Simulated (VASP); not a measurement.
# TiTe2 (P-3m1) in VASP: further runs, part 3 of 3

VASP 6.6.1.

## 5. Relaxation of shape and atoms at fixed volume, PBE+D3(BJ) (volume scaled by 0.97)

The input, INCAR:

```
SYSTEM = TiTe2
  PREC = Accurate
  ENCUT = 600
  EDIFF = 1E-7
  ISMEAR = 0
  SIGMA = 0.1
  LREAL = .False.
  LASPH = .True.
  NELM = 80
  ALGO = Normal
  ISIF = 4
  LWAVE = .False.
  LCHARG = .False.
  GGA = PE
  IVDW = 12
  IBRION = 2
  NSW = 50
  EDIFFG = -0.01
```

The input, KPOINTS:

```
Automatic mesh
0
Gamma
  15 15 8
  0 0 0
```

The input, POSCAR:

```
TiTe2
1.0
    3.6589461075      0.0000000000      0.0000000000
   -1.8294730537      3.1687402802      0.0000000000
    0.0000000000      0.0000000000      6.3183554979
Ti Te
1 2
Direct
    0.0000000000      0.0000000000      0.0000000000
    0.6666666667      0.3333333333      0.2711838255
    0.3333333333      0.6666666667      0.7288161745
```

Potentials or basis: VASP PAW PBE potentials, release 64 (Ti_sv, Te).

Started as:

```sh
$ cat potpaw_PBE.64/Ti_sv/POTCAR potpaw_PBE.64/Te/POTCAR > POTCAR
$ mpirun -np 1 vasp_std > vasp.out
```

OUTCAR:

```text
SYSTEM = TiTe2
   PREC = Accurate
   ENCUT = 600
   EDIFF = 1E-7
   ISMEAR = 0
   LREAL = .False.
   LASPH = .True.
   NELM = 80
   ISIF = 4
   GGA = PE
   IVDW = 12
   IBRION = 2
   NSW = 50
   EDIFFG = -0.01
 IVDW          = 12

 ion  position               nearest neighbor table
   1  0.000  0.000  0.000-   2 2.72   3 2.72   3 2.72   2 2.72   2 2.72   3 2.72
   2  0.667  0.333  0.271-   1 2.72   1 2.72   1 2.72   3 3.58   3 3.58   3 3.58
   3  0.333  0.667  0.729-   1 2.72   1 2.72   1 2.72   2 3.58   2 3.58   2 3.58

  LATTYP: Found a hexagonal cell.
 ALAT       =     3.6589461075
 C/A-ratio  =     1.7268238756

  Lattice vectors:

 A1 = (   3.6589461075,   0.0000000000,   0.0000000000)
 A2 = (  -1.8294730537,   3.1687402802,   0.0000000000)
[... 183 lines left out ...]

 Edisp (eV)   -1.61670

 E8    (eV) :    -0.7484
[... 237 lines left out ...]
--------------------------------------- Ionic step        7  -------------------------------------------

 number of electron      23.9999996 magnetization

 Free energy of the ion-electron system (eV)
  ---------------------------------------------------
  ext. energy  EPLUGINS =         0.00000000
  ---------------------------------------------------
  free energy    TOTEN  =       -16.09004497 eV

  energy without entropy =      -16.08290836  energy(sigma->0) =      -16.08647666

 E-fermi :   8.0198     XC(G=0): -10.3281

 val. band max:        8.0189591952   @ k =   0.3333  -0.0000   0.5000
 cond. band min:       8.0230735419   @ k =   0.2667  -0.0000   0.2500
 fundamental gap:      0.0041143467
 Fermi energy:         8.0198300932

 k-point     1 :       0.0000    0.0000    0.0000
  band No.  band energies     occupation
      1     -49.3074      2.00000
      2     -25.5759      2.00000
      3     -25.5759      2.00000
      4     -25.5483      2.00000
      5      -4.9671      2.00000
      6      -3.1162      2.00000
[... 433 lines left out ...]
      3     -25.6024      2.00000
      4     -25.5331      2.00000
      5      -2.7114      2.00000
      6      -2.4779      2.00000
[... 8 lines left out ...]
     15       9.6381      0.00000
     16      10.3683      0.00000

 [... further k-points ...]

------------------------ aborting loop because EDIFF is reached ----------------------------------------

 Edisp (eV)   -1.61712

 E8    (eV) :    -0.7487
[... 26 lines left out ...]
  FREE ENERGIE OF THE ION-ELECTRON SYSTEM (eV)
  ---------------------------------------------------
  free  energy   TOTEN  =       -17.7071629287 eV

  energy  without entropy=      -17.7000263160  energy(sigma->0) =      -17.70359462

 reached required accuracy - stopping structural energy minimisation
```

It took 15 min on 1 thread of Intel Xeon Platinum 8375C at 2.90GHz (Ice Lake), shared host; peak memory 0.44 GiB.

What came out:

| Quantity | Value |
| --- | --- |
| Free energy | -17.7072 eV |
| Energy gained by relaxing | 2.3 meV/atom |
| Ionic steps | 7 |
| Pressure after relaxing | 1.4 GPa |
| Band gap on the k mesh | zero (band 12 reaches 8.47 eV, above the bottom of band 13 at 7.61 eV) |
| Dispersion energy per atom | -0.539 eV |

Forces in eV/Å, atoms in the order of the input:
```
Ti   0.000  0.000  0.000
Te   0.000  0.000  0.003
Te   0.000  0.000 -0.003
```

The path:
```
step  energy change (eV)  largest force (eV/Å)  pressure (GPa)  volume (Å³)
   1              0.0000                0.2778            2.28        73.26
   2             -0.0053                0.1140            1.75        73.26
   3             -0.0062                0.0090            1.41        73.26
   4             -0.0062                0.0144            1.43        73.26
   5             -0.0066                0.0094            1.40        73.26
   6             -0.0068                0.0006            1.34        73.26
   7             -0.0069                0.0026            1.36        73.26
```

Final structure:
```xyz
3
Lattice="3.6647 0.0000 0.0000 -1.8323 3.1737 0.0000 0.0000 0.0000 6.2987" Properties=species:S:1:pos:R:3 pbc="T T T"
Ti    0.0000    0.0000    0.0000
Te    1.8323    1.0579    1.7335
Te    0.0000    2.1158    4.5651
```

Caveat: the cell differs from its parent crystal (volume scaled by 0.97); spin-orbit coupling is left out, which moves the levels of the heavy elements.

## 6. Relaxation of shape and atoms at fixed volume, PBE+D3(BJ) (volume scaled by 1.06)

The input, INCAR:

```
SYSTEM = TiTe2
ALGO = Normal
EDIFF = 1E-7
EDIFFG = -0.01
ENCUT = 600
GGA = PE
IBRION = 2
ISIF = 4
ISMEAR = 0
IVDW = 12
LASPH = .True.
LCHARG = .False.
LREAL = .False.
LWAVE = .False.
NELM = 60
NSW = 50
PREC = Accurate
SIGMA = 0.1
```

The input, KPOINTS:

```
k-points
0
Gamma
  15 15 8
  0 0 0
```

The input, POSCAR:

```
TiTe2
1.0
    3.7607318182      0.0000000000      0.0000000000
   -1.8803659091      3.2568892914      0.0000000000
    0.0000000000      0.0000000000      6.5359012989
Ti Te
1 2
Direct
    0.0000000000      0.0000000000      0.0000000000
    0.6666666667      0.3333333333      0.2670855770
    0.3333333333      0.6666666667      0.7329144230
```

Potentials or basis: VASP PAW PBE potentials, release 64 (Ti_sv, Te).

Started as:

```sh
$ cat potpaw_PBE.64/Ti_sv/POTCAR potpaw_PBE.64/Te/POTCAR > POTCAR
$ mpirun -np 1 vasp_std > vasp.out
```

Run time: 15 min. Hardware: 1 thread of Intel Xeon Platinum 8375C at 2.90GHz (Ice Lake), shared host; peak memory 0.46 GiB.

It converged, with:

```
Free energy                  : -17.6869 eV
Energy gained by relaxing    : 2.2 meV/atom
Ionic steps                  : 5
Pressure after relaxing      : -1.9 GPa
Largest force after relaxing : 0.003 eV/Å
Band gap on the k mesh       : zero (band 12 reaches 7.28 eV, above the bottom of band 13 at 6.57 eV)
Dispersion energy per atom   : -0.493 eV
```

Forces in eV/Å, atoms in the order of the input:
```
Ti   0.000  0.000  0.000
Te   0.000  0.000  0.003
Te   0.000  0.000 -0.003
```

Step by step:
| step | energy change (eV) | largest force (eV/Å) | pressure (GPa) | volume (Å³) |
| --- | --- | --- | --- | --- |
| 1 | 0.0000 | 0.2340 | -2.85 | 80.05 |
| 2 | -0.0040 | 0.1233 | -2.47 | 80.05 |
| 3 | -0.0054 | 0.0113 | -2.09 | 80.05 |
| 4 | -0.0061 | 0.0062 | -2.02 | 80.05 |
| 5 | -0.0067 | 0.0031 | -1.88 | 80.05 |

Final structure:
```yaml
crystal:
  lattice:
    - [3.74698, 0.00000, 0.00000]
    - [-1.87349, 3.24498, 0.00000]
    - [0.00000, 0.00000, 6.58395]
  atoms:
    - { symbol: Ti, position: [0.00000, 0.00000, 0.00000] }
    - { symbol: Te, position: [0.66667, 0.33333, 0.26245] }
    - { symbol: Te, position: [0.33333, 0.66667, 0.73755] }
```

Levels at points of the mesh, in eV from the Fermi level:
```tsv
k point	band 10	band 11	band 12	band 13	band 14	band 15
(0.00, 0.00, 0.00)	0.27	0.39	0.40	0.40	1.13	1.13
(0.00, 0.00, 0.50)	-1.56	0.39	0.39	0.84	0.84	0.97
```

Caveat: the cell differs from its parent crystal (volume scaled by 1.06); spin-orbit coupling is left out, which moves the levels of the heavy elements.

## 7. Summary

| task | cell | cutoff (eV) | smearing | gap on the mesh (eV) | pressure (GPa) |
| --- | --- | --- | --- | --- | --- |
| single point | a = 3.448, b = 3.448, c = 6.006 Å, angles 90.0, 90.0, 120.0°, 3 atoms | 520 | fermi-dirac 0.15 eV | none | 14.9 |
| relaxation of shape and atoms at fixed volume | relaxed from a = 3.733, b = 3.733, c = 6.446 Å, angles 90.0, 90.0, 120.0°, 3 atoms | 600 | gaussian 0.1 eV | none | -1.1 |
| relaxation of cell and atoms | relaxed from a = 3.777, b = 3.777, c = 6.498 Å, angles 90.0, 90.0, 120.0°, 3 atoms | 600 | gaussian 0.1 eV | none | 0.0 |
| relaxation of shape and atoms at fixed volume | relaxed from a = 3.659, b = 3.659, c = 6.318 Å, angles 90.0, 90.0, 120.0°, 3 atoms | 600 | gaussian 0.1 eV | none | 1.4 |
| relaxation of shape and atoms at fixed volume | relaxed from a = 3.761, b = 3.761, c = 6.536 Å, angles 90.0, 90.0, 120.0°, 3 atoms | 600 | gaussian 0.1 eV | none | -1.9 |

Alike in all rows: level PBE+D3(BJ); potentials or basis VASP PAW PBE potentials, release 64 (Ti_sv, Te); no spin polarisation; k mesh 15 × 15 × 8.

Caveats: spin-orbit coupling is left out, which moves the levels of the heavy elements; pairwise dispersion overbinds metals, which lowers pressure and volume (some runs).

Absolute energies hang on the potentials; compare differences alone.
